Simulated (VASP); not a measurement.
# N (P6_3/mmc) in VASP: notebook

The runs below take N through single point, with PBEsol.

All numbers are computed with VASP 6.6.1; they aren't measurements. Logs are shortened: lines on timing, memory, paths and dates and some standing lists are left out, and cuts for length are marked.

### 1 The cell of the first run

It takes space group P6_3/mmc (No. 194, hexagonal). Conventional cell: a = 2.477 Å, b = 2.477 Å, c = 2.405 Å, α = 90.00°, β = 90.00°, γ = 120.00°. N (site symmetry -6m2) has 14 N at 1.87 to 2.48 Å within 2.5 Å.

### 2 Single point, PBEsol

Input file INCAR:

```
SYSTEM = N
ALGO     = Normal         ! electronic algorithm
EDIFF    = 1E-6           ! SCF threshold, eV
ENCUT    = 600            ! plane-wave cutoff, eV
GGA      = PS             ! functional
GGA_COMPAT= .FALSE.      
ISIF     = 2              ! what is computed and relaxed
ISMEAR   = -1             ! smearing method
LASPH    = .TRUE.         ! aspherical terms in the spheres
LCHARG   = .TRUE.         ! write CHGCAR
LELF     = .TRUE.         ! ELF
LREAL    = .FALSE.        ! projectors in reciprocal space
LVHAR    = .TRUE.       
LWAVE    = .FALSE.        ! write WAVECAR
NBANDS   = 12             ! bands
NELM     = 120            ! most SCF steps
PREC     = Accurate       ! precision mode
SIGMA    = 0.1            ! smearing width, eV
```

Input file KPOINTS:

```
k-points
0
G
  8 8 7
  0 0 0
```

Input file POSCAR:

```
N
1.0
    2.4767627997      0.0000000000      0.0000000000
   -1.2383813998      2.1449390238      0.0000000000
    0.0000000000      0.0000000000      2.4045363284
N
2
Direct
    0.6666666667      0.3333333333      0.2500000000
    0.3333333333      0.6666666667      0.7500000000
```

Potentials or basis: VASP PAW PBE potentials, release 64 (N).

Run with:

```
> cat potpaw_PBE.64/N/POTCAR > POTCAR
> mpirun -np 1 vasp_std > vasp.out
```

OUTCAR:

```text
SYSTEM = N
   EDIFF = 1E-6
   ENCUT = 600
   GGA = PS
   ISIF = 2
   ISMEAR = -1
   LASPH = .TRUE.
   LREAL = .FALSE.
   NELM = 120
   PREC = Accurate

 ion  position               nearest neighbor table
   1  0.667  0.333  0.250-
   2  0.333  0.667  0.750-

  LATTYP: Found a hexagonal cell.
 ALAT       =     2.4767627997
 C/A-ratio  =     0.9708383575

  Lattice vectors:

 A1 = (   2.4767627997,   0.0000000000,   0.0000000000)
 A2 = (  -1.2383813998,   2.1449390238,   0.0000000000)
 A3 = (   0.0000000000,   0.0000000000,   2.4045363284)

Analysis of symmetry for initial positions (statically):
=====================================================================
 Subroutine PRICEL returns:
 Original cell was already a primitive cell.

 Routine SETGRP: Setting up the symmetry group for a
 hexagonal supercell.

 Subroutine GETGRP returns: Found 24 space group operations
 (whereof 12 operations were pure point group operations)
 out of a pool of 24 trial point group operations.

The static configuration has the point symmetry D_3d.
 The point group associated with its full space group is D_6h.

Analysis of symmetry for dynamics (positions and initial velocities):
=====================================================================
 Subroutine PRICEL returns:
 Original cell was already a primitive cell.

 Routine SETGRP: Setting up the symmetry group for a
 hexagonal supercell.

 Subroutine GETGRP returns: Found 24 space group operations
 (whereof 12 operations were pure point group operations)
 out of a pool of 24 trial point group operations.

The dynamic configuration has the point symmetry D_3d.
 The point group associated with its full space group is D_6h.

 Subroutine INISYM returns: Found 24 space group operations
 (whereof 12 operations are pure point group operations),
 and found     1 'primitive' translations

----------------------------------------------------------------------------------------

                                     Primitive cell

  volume of cell :      12.7741

  direct lattice vectors                    reciprocal lattice vectors
     2.476762800  0.000000000  0.000000000     0.403752834  0.233106860  0.000000000
    -1.238381400  2.144939024  0.000000000     0.000000000  0.466213719  0.000000000
     0.000000000  0.000000000  2.404536328     0.000000000  0.000000000  0.415880595

  length of vectors
     2.476762800  2.476762384  2.404536328     0.466213641  0.466213719  0.415880595

  position of ions in fractional coordinates (direct lattice)
     0.666666667  0.333333333  0.250000000
     0.333333333  0.666666667  0.750000000

  ion indices of the primitive-cell ions
   primitive index   ion index
                 1           1
                 2           2

----------------------------------------------------------------------------------------

 KPOINTS: k-points

Automatic generation of k-mesh.
 Grid dimensions read from file:
 generate k-points for:    8    8    7

 Generating k-lattice:

  Cartesian coordinates                     Fractional coordinates (reciprocal lattice)
     0.050469104  0.029138357  0.000000000     0.125000000  0.000000000  0.000000000
     0.000000000  0.058276715  0.000000000     0.000000000  0.125000000  0.000000000
     0.000000000  0.000000000  0.059411514     0.000000000  0.000000000  0.142857143

  Length of vectors
     0.058276705  0.058276715  0.059411514

  Shift w.r.t. Gamma in fractional coordinates (k-lattice)
     0.000000000  0.000000000  0.000000000

 Subroutine IBZKPT returns following result:
 ===========================================

 Found     40 irreducible k-points:

 Following reciprocal coordinates:
            Coordinates               Weight
  0.000000  0.000000  0.000000      1.000000
  0.125000 -0.000000  0.000000      6.000000
  0.250000 -0.000000  0.000000      6.000000
  0.375000 -0.000000  0.000000      6.000000
  0.500000 -0.000000  0.000000      3.000000
  0.125000  0.125000  0.000000      6.000000
[... 16 lines left out ...]
  0.250000 -0.000000  0.285714     12.000000
  0.375000 -0.000000  0.285714     12.000000
 [... further k-points ...]
   k-points           NKPTS =     40   k-points in BZ     NKDIM =     40   number of bands    NBANDS=     12
   number of dos      NEDOS =    301   number of ions     NIONS =      2
   total plane-waves  NPLWV =   8000
   dimension x,y,z NGX =    20 NGY =   20 NGZ =   20
   dimension x,y,z NGXF=    40 NGYF=   40 NGZF=   40
   ions per type =               2
   NGX,Y,Z   is equivalent  to a cutoff of  13.42, 13.42, 13.83 a.u.
   NGXF,Y,Z  is equivalent  to a cutoff of  26.85, 26.85, 27.66 a.u.
 SYSTEM =  N
   PREC   = accura    normal or accurate (medium, high low for compatibility)
   ISTART =      0    job   : 0-new  1-cont  2-samecut
   ICHARG =      2    charge: 1-file 2-atom 10-const
   ISPIN  =      1    spin polarized calculation?
   LNONCOLLINEAR =      F non collinear calculations
   LSORBIT =      F    spin-orbit coupling
   LASPH  =      T    aspherical Exc in radial PAW
   ENCUT  =  600.0 eV  44.10 Ry    6.64 a.u.   4.95  4.95  4.80*2*pi/ulx,y,z
   NELM   =    120;   NELMIN=  2; NELMDL= -5     # of ELM steps
   EDIFF  = 0.1E-05   stopping-criterion for ELM
   LREAL  =      F    real-space projection
[... 7 lines left out ...]
   TEBEG  =    0.0;   TEEND  =   0.0 temperature during run
   PSTRESS=    0.0 pullay stress
   NELECT =      10.0000    total number of electrons
   NUPDOWN=      -1.0000    fix difference up-down
   EMIN   =  10.00;   EMAX   =-10.00  energy-range for DOS
   EFERMI =   0.00;   METHOD = LEGACY
   ISMEAR =    -1;   SIGMA  =   0.10  broadening in eV -4-tet -1-fermi 0-gaus
   EFERMI_NEDOS =   21; number of points for ismear=-14 and -15
   IALGO  =     38    algorithm
   IMIX   =      4    mixing-type and parameters
     AMIX     =   0.40;   BMIX     =  1.00
     AMIX_MAG =   1.60;   BMIX_MAG =  1.00
  volume/ion in A,a.u.               =       6.39        43.10
  Fermi-wavevector in a.u.,A,eV,Ry     =   1.508799  2.851216 30.973297  2.276473
  Thomas-Fermi vector in A             =   2.619205
   LORBIT       =      0    0 simple, 1 ext, 2 COOP (PROOUT), +10 PAW based schemes
   GGA     = PS    functional components
   LHFCALC =     F    Hartree Fock is set to
   AEXX    =    0.0000 exact exchange contribution
   IVDW    =     0    specifies the selected vdW correction
   LEPSILON=     F    determine dielectric tensor
   LRPA    =     F    only Hartree local field effects (RPA)
 non-spin polarized calculation
  energy-cutoff  :      600.00
  volume of cell :       12.77
 maximum number of plane-waves:       436
 NGX is ok and might be reduce to    20
   NGX =  9   NGY =  9   NGZ =  9

 number of electron      10.0000000 magnetization

 number of electron       9.9999999 magnetization

 Free energy of the ion-electron system (eV)
  ---------------------------------------------------
  ext. energy  EPLUGINS =         0.00000000
  ---------------------------------------------------
  free energy    TOTEN  =       -10.46782068 eV

  energy without entropy =      -10.45385619  energy(sigma->0) =      -10.46083843

 E-fermi :   7.8106     XC(G=0): -13.5495

 val. band max:        7.7083873257   @ k =   0.0000   0.0000   0.4286
 cond. band min:       7.8658795868   @ k =   0.1250   0.1250   0.2857
 fundamental gap:      0.1574922610
 Fermi energy:         7.8105964037

 k-point     1 :       0.0000    0.0000    0.0000
  band No.  band energies     occupation
      1     -15.0642      2.00000
      2       2.6253      2.00000
      3       2.6650      2.00000
      4       5.2701      2.00000
      5       5.2701      2.00000
      6      10.7223      0.00000
      7      10.7223      0.00000
      8      14.3238      0.00000
      9      22.1072      0.00000
     10      26.0577      0.00000
     11      33.4836      0.00000
     12      33.4836      0.00000

 k-point     2 :       0.1250   -0.0000    0.0000
  band No.  band energies     occupation
      1     -14.6694      2.00000
      2       1.2001      2.00000
      3       2.9882      2.00000
      4       4.6721      2.00000
      5       5.5253      2.00000
      6      10.5949      0.00000
      7      11.3059      0.00000
      8      13.8008      0.00000
      9      23.0308      0.00000
     10      25.6813      0.00000
     11      34.1089      0.00000
     12      34.3667      0.00000

 k-point     3 :       0.2500   -0.0000    0.0000
  band No.  band energies     occupation
      1     -13.5075      2.00000
      2      -1.8183      2.00000
      3       3.5822      2.00000
      4       3.9133      2.00000
      5       5.7389      2.00000
      6      10.4583      0.00000
      7      12.3071      0.00000
      8      12.4140      0.00000
      9      23.3959      0.00000
     10      26.5583      0.00000
     11      36.1738      0.00000
     12      36.2939      0.00000
[... 286 lines left out ...]
 k-point    23 :       0.2500   -0.0000    0.2857
  band No.  band energies     occupation
      1     -11.8209      2.00000
      2      -3.8141      2.00000
      3       0.7739      2.00000
      4       5.0039      2.00000
      5       6.8680      1.99984
      6      10.0358      0.00000
      7      10.4904      0.00000
      8      12.9645      0.00000
      9      25.0095      0.00000
     10      29.8461      0.00000
     11      32.3010      0.00000
     12      33.6820      0.00000

 k-point    24 :       0.3750   -0.0000    0.2857
  band No.  band energies     occupation
      1     -10.0500      2.00000
      2      -4.1181      2.00000
      3      -0.7921      2.00000
      4       4.2579      2.00000
      5       4.5092      2.00000
      6       9.8145      0.00000
      7      10.5226      0.00000
      8      13.2617      0.00000
      9      24.6575      0.00000
     10      30.1073      0.00000
     11      33.8972      0.00000
     12      36.9883      0.00000

 [... further k-points ...]

------------------------ aborting loop because EDIFF is reached ----------------------------------------

  FORCE on cell =-STRESS in cart. coord.  units (eV):
  Direction    XX          YY          ZZ          XY          YZ          ZX
  --------------------------------------------------------------------------------------
  -------------------------------------------------------------------------------------
  Total        1.1172586      1.1172581      0.3027640      0.0000000     -0.0000000      0.0000000
  in kB      140.1307905    140.1307278     37.9738073      0.0000000     -0.0000000      0.0000000
  external PRESSURE =     106.0784419 kB  Pullay stress =       0.0000000 kB

 VOLUME and BASIS-vectors are now :
 -----------------------------------------------------------------------------
  energy-cutoff  :      600.00
  volume of cell :       12.77
      direct lattice vectors                 reciprocal lattice vectors
     2.476762800  0.000000000  0.000000000     0.403752834  0.233106860  0.000000000
    -1.238381400  2.144939024  0.000000000     0.000000000  0.466213719  0.000000000
     0.000000000  0.000000000  2.404536328     0.000000000  0.000000000  0.415880595

 POSITION                                       TOTAL-FORCE (eV/Angst)
 -----------------------------------------------------------------------------------
      1.23838      0.71498      0.60113         0.000000      0.000000      0.000000
     -0.00000      1.42996      1.80340        -0.000000     -0.000000      0.000000
 -----------------------------------------------------------------------------------
    total drift:                                0.000000     -0.000000      0.000000

  FREE ENERGIE OF THE ION-ELECTRON SYSTEM (eV)
  ---------------------------------------------------
  free  energy   TOTEN  =       -10.4678206800 eV

  energy  without entropy=      -10.4538561886  energy(sigma->0) =      -10.46083843
```

Wall time 4.2 s (1 thread of Intel Xeon Platinum 8375C at 2.90GHz (Ice Lake), shared host); peak memory 0.1 GiB.

Results:

| Item | Value |
| --- | --- |
| Free energy | -10.4678 eV |
| Pressure | 10.6 GPa |
| Band gap on the k mesh | zero (bands 5 and 6 overlap by 3.67 eV) |

Stress tensor (GPa, compression positive):
```
14.01  0.00  0.00
 0.00 14.01  0.00
 0.00  0.00  3.80
```

Caveat: the k points lie up to 0.37 Å⁻¹ apart, too coarse for converged energies and pressures of a metal; the PAW data sets were made with another functional, which shifts forces and pressure a little.

[end of part 1 of 2]
